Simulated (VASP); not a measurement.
# GaSi62 (a cell with a defect) in VASP: notebook

GaSi62 (a cell with a defect) is run at these levels: PBE; tasks: single point.

All numbers are computed with VASP 6.6.1; they aren't measurements. Logs are shortened: lines on timing, memory, paths and dates and some standing lists are left out, and cuts for length are marked.

## Step 1: The cell of the first run

The cell holds a defect, 63 atoms: a = 10.860 Å, b = 10.860 Å, c = 10.860 Å, α = 90.00°, β = 90.00°, γ = 90.00°.

## Step 2: Single point, PBE

Input file INCAR:

```
PREC = Accurate ; ENCUT = 520
EDIFF = 1E-6 ; ISMEAR = -1
SIGMA = 0.02 ; LREAL = Auto
LASPH = True ; NELM = 100
ALGO = Normal ; ISIF = 2
LWAVE = False ; LCHARG = False
GGA = PE ; NELECT = 260.0
NBANDS = 168
```

Input file KPOINTS:

```
Automatic mesh
0
Gamma
  1 1 1
```

Input file POSCAR:

```
GaSi62
1.0
   10.8600000000      0.0000000000      0.0000000000
    0.0000000000     10.8600000000      0.0000000000
    0.0000000000      0.0000000000     10.8600000000
Si Ga
62 1
Direct
    0.5032096685      0.0032096685      0.0013237569
    0.8754546041      0.3754546041      0.1325072744
    0.7486762431      0.0032096685      0.2467903315
    0.8737850829      0.1265886740      0.3734184162
    0.0019205341     -0.0021220994     -0.0000198895
    0.1250786372      0.1250909761      0.1249090239
    0.2494277164      0.2499619705      0.0000380295
    0.3765815838      0.3737850829      0.1234113260
    0.4978779006      0.5019205341     -0.0000198895
    0.6250909761      0.6250786372      0.1249090239
    0.7499619705      0.7494277164      0.0000380295
    0.8737850829      0.8765815838      0.1234113260
    0.2505025783      0.0005267956      0.2494732044
    0.3782168508      0.1250775322      0.3717831492
    0.5032096685      0.2486762431      0.2467903315
    0.6265886740      0.3737850829      0.3734184162
    0.7500198895      0.5019205341      0.2521220994
    0.8752039595      0.6258659300      0.3764776243
    0.5005267956      0.0005267956      0.4994974217
    0.6250909761      0.1250909761      0.6249213628
    0.7499619705      0.2499619705      0.5005722836
    0.8744400552      0.3744400552      0.6262741252
    0.7500198895     -0.0021220994      0.7480794659
    0.8754546041      0.1174927256      0.8745453959
   -0.0019050645      0.4980949355      0.0009516575
    0.1253186004      0.6253186004      0.1248942910
    0.2508145488      0.7508145488     -0.0000135359
    0.3782168508      0.8782168508      0.1249224678
    0.0019205341      0.2500198895      0.2521220994
    0.1258659300      0.3752039595      0.3764776243
    0.2506327808      0.4990953039      0.2518418969
    0.3755893186      0.6257908840      0.3744106814
    0.5005267956      0.7505025783      0.2494732044
    0.6250775322      0.8782168508      0.3717831492
   -0.0009046961     -0.0018418969      0.4993672192
    0.1253186004      0.1251057090      0.6246813996
    0.2508145488      0.2500135359      0.4991854512
    0.3735223757      0.3752039595      0.6241340700
    0.4981581031      0.4990953039      0.4993672192
    0.6251057090      0.6253186004      0.6246813996
    0.7500135359      0.7508145488      0.4991854512
    0.8752039595      0.8735223757      0.6241340700
    0.2506327808     -0.0018418969      0.7509046961
    0.3765815838      0.1265886740      0.8762149171
    0.4978779006      0.2500198895      0.7480794659
    0.6174927256      0.3754546041      0.8745453959
    0.7490483425      0.4980949355      0.7519050645
    0.8744400552      0.6237258748      0.8755599448
   -0.0009046961      0.7506327808      0.2518418969
    0.1257908840      0.8755893186      0.3744106814
   -0.0006557090      0.4993442910      0.5013932781
    0.1249143646      0.6249143646      0.6250856354
    0.2497705341      0.7497705341      0.5002294659
    0.3755893186      0.8755893186      0.6242091160
   -0.0019050645      0.2490483425      0.7519050645
    0.1237258748      0.3744400552      0.8755599448
    0.2486067219      0.4993442910      0.7506557090
    0.3735223757      0.6258659300      0.8747960405
    0.4981581031      0.7506327808      0.7509046961
    0.6265886740      0.8765815838      0.8762149171
   -0.0006557090      0.7486067219      0.7506557090
    0.1258659300      0.8735223757      0.8747960405
    0.7511393186      0.2511393186     -0.0011393186
```

Potentials or basis: VASP PAW PBE potentials, release 64 (Si, Ga_d).

Started as:

```sh
$ cat potpaw_PBE.64/Si/POTCAR potpaw_PBE.64/Ga_d/POTCAR > POTCAR
$ mpirun -np 1 vasp_gam > vasp.out
```

OUTCAR:

```text
PREC = Accurate
   ENCUT = 520
   EDIFF = 1E-6
   ISMEAR = -1
   LREAL = Auto
   LASPH = True
   NELM = 100
   ISIF = 2
   GGA = PE
   NELECT = 260.0

 ion  position               nearest neighbor table
   1  0.503  0.003  0.001-  28 2.34  44 2.35  60 2.35
   2  0.875  0.375  0.133-  17 2.33  29 2.33  25 2.36  63 2.40
   3  0.749  0.003  0.247-  34 2.34  12 2.35   4 2.35
   4  0.874  0.127  0.373-  29 2.34  21 2.35   3 2.35  35 2.38
   5  0.002  0.998  1.000-  24 2.33  12 2.34  62 2.34   6 2.35
   6  0.125  0.125  0.125-   7 2.35  13 2.35   5 2.35  29 2.35
   7  0.249  0.250  0.000-   6 2.35   8 2.35  44 2.35  56 2.35
   8  0.377  0.374  0.123-   9 2.34   7 2.35  15 2.35  31 2.38
   9  0.498  0.502  1.000-  46 2.33   8 2.34  58 2.34  10 2.35
  10  0.625  0.625  0.125-  11 2.35  33 2.35  17 2.35   9 2.35
  11  0.750  0.749  0.000-  10 2.35  12 2.35  60 2.35  48 2.35
  12  0.874  0.877  0.123-   5 2.34  11 2.35   3 2.35  49 2.38
  13  0.251  0.001  0.249-   6 2.35  50 2.35  28 2.35  14 2.35
  14  0.378  0.125  0.372-  15 2.34  13 2.35  19 2.35  37 2.38
  15  0.503  0.249  0.247-  14 2.34   8 2.35  16 2.35
  16  0.627  0.374  0.373-  17 2.34  21 2.35  15 2.35  39 2.38
  17  0.750  0.502  0.252-   2 2.33  16 2.34  18 2.34  10 2.35
  18  0.875  0.626  0.376-  41 2.34  49 2.34  17 2.34  51 2.35
  19  0.501  0.001  0.499-  20 2.35  54 2.35  34 2.35  14 2.35
  20  0.625  0.125  0.625-  21 2.35  19 2.35  23 2.35  45 2.35
  21  0.750  0.250  0.501-  20 2.35  16 2.35   4 2.35  22 2.35
[... 39 lines left out ...]
  61  0.999  0.749  0.751-  48 2.35  52 2.35  42 2.35  62 2.35
  62  0.126  0.874  0.875-  27 2.34  43 2.34   5 2.34  61 2.35
  63  0.751  0.251  0.999-   2 2.40  24 2.40  46 2.40

  LATTYP: Found a simple cubic cell.
 ALAT       =    10.8600000000

  Lattice vectors:

 A1 = (  10.8600000000,   0.0000000000,   0.0000000000)
 A2 = (   0.0000000000,  10.8600000000,   0.0000000000)
 A3 = (   0.0000000000,   0.0000000000,  10.8600000000)

Analysis of symmetry for initial positions (statically):
=====================================================================
 Subroutine PRICEL returns:
 Original cell was already a primitive cell.

 Routine SETGRP: Setting up the symmetry group for a
 simple cubic supercell.

 Subroutine GETGRP returns: Found  6 space group operations
 (whereof  1 operations were pure point group operations)
 out of a pool of 48 trial point group operations.

The static configuration has the point symmetry C_1 .
 The point group associated with its full space group is C_3v.

Analysis of symmetry for dynamics (positions and initial velocities):
=====================================================================
 Subroutine PRICEL returns:
 Original cell was already a primitive cell.

 Routine SETGRP: Setting up the symmetry group for a
 simple cubic supercell.

 Subroutine GETGRP returns: Found  6 space group operations
 (whereof  1 operations were pure point group operations)
 out of a pool of 48 trial point group operations.

The dynamic configuration has the point symmetry C_1 .
 The point group associated with its full space group is C_3v.

 Subroutine INISYM returns: Found  6 space group operations
 (whereof  1 operations are pure point group operations),
 and found     1 'primitive' translations

----------------------------------------------------------------------------------------

                                     Primitive cell

  volume of cell :    1280.8241

  direct lattice vectors                    reciprocal lattice vectors
    10.860000000  0.000000000  0.000000000     0.092081031  0.000000000  0.000000000
     0.000000000 10.860000000  0.000000000     0.000000000  0.092081031  0.000000000
     0.000000000  0.000000000 10.860000000     0.000000000  0.000000000  0.092081031

  length of vectors
    10.860000000 10.860000000 10.860000000     0.092081031  0.092081031  0.092081031

  position of ions in fractional coordinates (direct lattice)
     0.503209668  0.003209668  0.001323757
     0.875454604  0.375454604  0.132507274
     0.748676243  0.003209668  0.246790332
     0.873785083  0.126588674  0.373418416
     0.001920534  0.997877901  0.999980110
     0.125078637  0.125090976  0.124909024
[... 55 lines left out ...]
     0.125865930  0.873522376  0.874796041
     0.751139319  0.251139319  0.998860681

  ion indices of the primitive-cell ions
   primitive index   ion index
                 1           1
                 2           2
                 3           3
                 4           4
                 5           5
                 6           6
[... 55 lines left out ...]
                62          62
                63          63

----------------------------------------------------------------------------------------

 KPOINTS: Automatic mesh

Automatic generation of k-mesh.
 Grid dimensions read from file:
 generate k-points for:    1    1    1

 Generating k-lattice:

  Cartesian coordinates                     Fractional coordinates (reciprocal lattice)
     0.092081031  0.000000000  0.000000000     1.000000000  0.000000000  0.000000000
     0.000000000  0.092081031  0.000000000     0.000000000  1.000000000  0.000000000
     0.000000000  0.000000000  0.092081031     0.000000000  0.000000000  1.000000000

  Length of vectors
     0.092081031  0.092081031  0.092081031

  Shift w.r.t. Gamma in fractional coordinates (k-lattice)
     0.000000000  0.000000000  0.000000000

 Subroutine IBZKPT returns following result:
 ===========================================

 Found      1 irreducible k-points:

 Following reciprocal coordinates:
            Coordinates               Weight
  0.000000  0.000000  0.000000      1.000000
   k-points           NKPTS =      1   k-points in BZ     NKDIM =      1   number of bands    NBANDS=    168
   number of dos      NEDOS =    301   number of ions     NIONS =     63
   total plane-waves  NPLWV = 592704
   dimension x,y,z NGX =    84 NGY =   84 NGZ =   84
   dimension x,y,z NGXF=   168 NGYF=  168 NGZF=  168
   ions per type =              62   1
   NGX,Y,Z   is equivalent  to a cutoff of  12.86, 12.86, 12.86 a.u.
   NGXF,Y,Z  is equivalent  to a cutoff of  25.72, 25.72, 25.72 a.u.
 SYSTEM =  unknown system
   PREC   = accura    normal or accurate (medium, high low for compatibility)
   ISTART =      0    job   : 0-new  1-cont  2-samecut
   ICHARG =      2    charge: 1-file 2-atom 10-const
   ISPIN  =      1    spin polarized calculation?
   LNONCOLLINEAR =      F non collinear calculations
   LSORBIT =      F    spin-orbit coupling
   LASPH  =      T    aspherical Exc in radial PAW
   ENCUT  =  520.0 eV  38.22 Ry    6.18 a.u.  20.19 20.19 20.19*2*pi/ulx,y,z
   NELM   =    100;   NELMIN=  2; NELMDL= -5     # of ELM steps
   EDIFF  = 0.1E-05   stopping-criterion for ELM
   LREAL  =      T    real-space projection
   EDIFFG = 0.1E-04   stopping-criterion for IOM
   NSW    =      0    number of steps for IOM
   IBRION =     -1    ionic relax: 0-MD 1-quasi-New 2-CG
   NFREE  =      0    steps in history (QN), initial steepest desc. (CG)
   ISIF   =      2    stress and relaxation
   ISYM   =      2    0-nonsym 1-usesym 2-fastsym
   POTIM  = 0.5000    time-step for ionic-motion
   TEBEG  =    0.0;   TEEND  =   0.0 temperature during run
   PSTRESS=    0.0 pullay stress
   NELECT =     260.0000    total number of electrons
   NUPDOWN=      -1.0000    fix difference up-down
   EMIN   =  10.00;   EMAX   =-10.00  energy-range for DOS
   EFERMI =   0.00;   METHOD = LEGACY
   ISMEAR =    -1;   SIGMA  =   0.02  broadening in eV -4-tet -1-fermi 0-gaus
   EFERMI_NEDOS =   21; number of points for ismear=-14 and -15
   IALGO  =     38    algorithm
   IMIX   =      4    mixing-type and parameters
     AMIX     =   0.40;   BMIX     =  1.00
     AMIX_MAG =   1.60;   BMIX_MAG =  1.00
  volume/ion in A,a.u.               =      20.33       137.20
  Fermi-wavevector in a.u.,A,eV,Ry     =   0.962135  1.818172 12.594971  0.925704
  Thomas-Fermi vector in A             =   2.091568
   LORBIT       =      0    0 simple, 1 ext, 2 COOP (PROOUT), +10 PAW based schemes
   GGA     = PE    functional components
[... 5 lines left out ...]
 non-spin polarized calculation
  energy-cutoff  :      520.00
  volume of cell :     1280.82
 maximum number of plane-waves:     17229
 NGX is ok and might be reduce to    84
   NGX = 41   NGY = 41   NGZ = 41

 number of electron     259.9999985 magnetization

 Free energy of the ion-electron system (eV)
  ---------------------------------------------------
  ext. energy  EPLUGINS =         0.00000000
  ---------------------------------------------------
  free energy    TOTEN  =      -336.43233068 eV

  energy without entropy =     -336.43233068  energy(sigma->0) =     -336.43233068

 E-fermi :   5.8937     XC(G=0):  -9.3297

 val. band max:        5.4854560886   @ k =   0.0000   0.0000   0.0000
 cond. band min:       6.3148803115   @ k =   0.0000   0.0000   0.0000
 fundamental gap:      0.8294242229
 Fermi energy:         5.8936784164

 k-point     1 :       0.0000    0.0000    0.0000
  band No.  band energies     occupation
      1      -8.9383      2.00000
      2      -8.9128      2.00000
      3      -8.9128      2.00000
      4      -8.8146      2.00000
      5      -8.8146      2.00000
      6      -6.2233      2.00000
[... 134 lines left out ...]
    141       6.8841      0.00000
    142       6.9292      0.00000
 [bands above 142 left out]

------------------------ aborting loop because EDIFF is reached ----------------------------------------

  FORCE on cell =-STRESS in cart. coord.  units (eV):
  Direction    XX          YY          ZZ          XY          YZ          ZX
  --------------------------------------------------------------------------------------
  -------------------------------------------------------------------------------------
  Total        8.6563589      8.6563589      8.6563589     -0.1752875      0.1752875      0.1752875
  in kB       10.8282023     10.8282023     10.8282023     -0.2192664      0.2192664      0.2192664
  external PRESSURE =      10.8282023 kB  Pullay stress =       0.0000000 kB

 VOLUME and BASIS-vectors are now :
 -----------------------------------------------------------------------------
  energy-cutoff  :      520.00
  volume of cell :     1280.82
      direct lattice vectors                 reciprocal lattice vectors
    10.860000000  0.000000000  0.000000000     0.092081031  0.000000000  0.000000000
     0.000000000 10.860000000  0.000000000     0.000000000  0.092081031  0.000000000
     0.000000000  0.000000000 10.860000000     0.000000000  0.000000000  0.092081031

 POSITION                                       TOTAL-FORCE (eV/Angst)
 -----------------------------------------------------------------------------------
      5.46486      0.03486      0.01438         0.016020      0.016020      0.022370
      9.50744      4.07744      1.43903         0.013393      0.013393      0.001015
      8.13062      0.03486      2.68014        -0.022370      0.016020     -0.016020
      9.48931      1.37475      4.05532         0.006256     -0.001622      0.006478
      0.02086     10.83695     10.85978        -0.004214      0.004821      0.007862
      1.35835      1.35849      1.35651         0.000076      0.000918     -0.000918
[... 55 lines left out ...]
      1.36690      9.48645      9.50028         0.002504     -0.002737     -0.000057
      8.15737      2.72737     10.84763        -0.008261     -0.008261      0.008261
 -----------------------------------------------------------------------------------
    total drift:                                0.000522      0.000522     -0.000511

  FREE ENERGIE OF THE ION-ELECTRON SYSTEM (eV)
  ---------------------------------------------------
  free  energy   TOTEN  =      -336.4323306844 eV

  energy  without entropy=     -336.4323306819  energy(sigma->0) =     -336.43233068
```

Run time: 3.4 min. Hardware: 1 thread of Intel Xeon 6975P-C (Granite Rapids), shared host; peak memory 0.97 GiB.

Results:

| Item | Value |
| --- | --- |
| Free energy | -336.4323 eV |
| Largest force | 0.032 eV/Å |

Forces on the atoms (eV/Å):
```
Si   0.016  0.016  0.022
Si   0.013  0.013  0.001
Si  -0.022  0.016 -0.016
Si   0.006 -0.002  0.006
Si  -0.004  0.005  0.008
Si   0.000  0.001 -0.001
Si  -0.005 -0.002  0.002
Si  -0.006  0.006  0.002
Si   0.005 -0.004  0.008
Si   0.001  0.000 -0.001
Si  -0.002 -0.005  0.002
Si   0.006 -0.006  0.002
Si   0.001  0.001 -0.001
Si  -0.003  0.000  0.003
Si   0.016 -0.022 -0.016
Si  -0.002  0.006  0.006
Si  -0.008 -0.004 -0.005
Si   0.000  0.003  0.003
Si   0.001  0.001 -0.001
Si   0.001  0.001  0.000
Si  -0.002 -0.002  0.005
Si  -0.003 -0.003  0.001
Si  -0.008  0.005  0.004
Si   0.013 -0.001 -0.013
Si  -0.004 -0.004  0.011
Si   0.003  0.003  0.000
Si  -0.003 -0.003  0.004
Si  -0.003 -0.003  0.000
Si  -0.004 -0.008 -0.005
Si   0.003  0.000  0.003
Si   0.002  0.006 -0.007
Si   0.000 -0.001  0.000
Si   0.001  0.001 -0.001
Si   0.000 -0.003  0.003
Si   0.006  0.007 -0.002
Si   0.003  0.000 -0.003
Si  -0.003 -0.004  0.003
Si  -0.003  0.000 -0.003
Si   0.007  0.006 -0.002
Si   0.000  0.003 -0.003
Si  -0.004 -0.003  0.003
Si   0.000 -0.003 -0.003
Si   0.002  0.007 -0.006
Si  -0.006 -0.002 -0.006
Si   0.005 -0.008  0.004
Si  -0.001  0.013 -0.013
Si  -0.011 -0.004  0.004
Si  -0.003 -0.001  0.003
Si   0.006  0.002 -0.007
Si  -0.001  0.000  0.000
Si   0.003  0.003  0.003
Si   0.001  0.001 -0.001
Si   0.002  0.002 -0.002
Si   0.000  0.000  0.001
Si  -0.004 -0.011  0.004
Si  -0.001 -0.003  0.003
Si  -0.003  0.003 -0.003
Si  -0.003  0.003  0.000
Si   0.007  0.002 -0.006
Si  -0.002 -0.006 -0.006
Si   0.003 -0.003 -0.003
Si   0.003 -0.003  0.000
Ga  -0.008 -0.008  0.008
```

Caveat: the k points lie up to 0.58 Å⁻¹ apart; the cell carries a net charge on a neutralising background, which shifts energy and pressure; the cell is charged against a uniform background, so pressure and absolute levels hang on convention.

(Part 1 of 2 ends here.)
